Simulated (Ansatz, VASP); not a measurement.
**Au in VASP and in Ansatz**

```
CELL_PARAMETERS angstrom
-1.65100 1.65100 1.65100
1.65100 -1.65100 1.65100
1.65100 1.65100 -1.65100
ATOMIC_POSITIONS crystal
Au 0.00000 0.00000 0.00000
```

Change from the starting cell: volume scaled by 1, crystal datasets.

Alike in both runs: task single point; functional PBE; k mesh 16 × 16 × 16; occupations fermi-dirac, width 0.08 eV; no spin polarisation.

|  | VASP | Ansatz |
| --- | --- | --- |
| version | VASP 6.6.1 | Ansatz 0.2.0 |
| potentials or method | VASP PAW PBE potentials, release 64 (Au), cutoff 500 eV | all-electron PAW with datasets made for the crystal, scalar-relativistic |

|  | VASP | Ansatz | Ansatz less VASP |
| --- | --- | --- | --- |
| pressure (GPa) | -0.2 | 0.0 | +0.20 |

Ansatz ran all-electron here, and VASP with PAW potentials.

Neither program's run includes spin-orbit coupling.
